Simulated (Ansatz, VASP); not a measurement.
Ta3Cu in VASP and in Ansatz

Contents of INCAR:

```
SYSTEM = Ta3Cu
ALGO = Normal ; EDIFF = 1E-6
ENCUT = 520 ; GGA = PS
ISIF = 2 ; ISMEAR = 0
LASPH = .True. ; LCHARG = .False.
LREAL = .False. ; LWAVE = .False.
NBANDS = 30 ; NELM = 60
PREC = Accurate ; SIGMA = 0.1
```

The input KPOINTS:

```
k-points
0
Gamma
  8 8 8
  0 0 0
```

POSCAR

```
Ta3Cu
1.0
   -2.0065070000      2.0065070000      4.2081700000
    2.0065070000     -2.0065070000      4.2081700000
    2.0065070000      2.0065070000     -4.2081700000
Ta Cu
3 1
Direct
    0.7500000000      0.2500000000      0.5000000000
    0.2500000000      0.7500000000      0.5000000000
    0.5000000000      0.5000000000      0.0000000000
    0.0000000000      0.0000000000      0.0000000000
```

Input for Ansatz:

```yaml
crystal:
  lattice:
    - [-2.006507, 2.006507, 4.20817]
    - [2.006507, -2.006507, 4.20817]
    - [2.006507, 2.006507, -4.20817]
  atoms:
    - { symbol: Ta, position: [0.75, 0.25, 0.5] }
    - { symbol: Ta, position: [0.25, 0.75, 0.5] }
    - { symbol: Ta, position: [0.5, 0.5, 0.0] }
    - { symbol: Cu, position: [0.0, 0.0, 0.0] }
kpoints:
  mp_grid:
    grid: [8, 8, 8]
hamiltonian:
  xc: pbesol
scf:
  occupations:
    method: gaussian
    width: 0.1
output:
  forces: true
  stress: true
```

Alike in both runs: task single point; functional PBEsol; k mesh 8 × 8 × 8; occupations gaussian, width 0.1 eV; no spin polarisation.

```csv
,VASP,Ansatz
version,VASP 6.6.1,Ansatz 0.2.0
potentials or method,"VASP PAW PBE potentials, release 64 (Ta_pv, Cu)","plane waves, PAW"
plane-wave cutoff (eV),520,420
valence electrons in the cell,44,58
```

Ansatz gave:

| Item | Value |
| --- | --- |
| pressure (GPa) | -6.4 |
| traceless stress, the component that is largest in VASP (GPa) | -0.07 |

Q: Which values does VASP return?

A: Pressure (GPa): -6.1; traceless stress, the component that is largest in VASP (GPa): -0.17.

VASP's potentials were made for PBE, not for PBEsol. VASP's potentials hold 44 valence electrons a cell and Ansatz's 58, so a difference there can come from the potentials and not from the codes.

Neither program's run includes spin-orbit coupling.
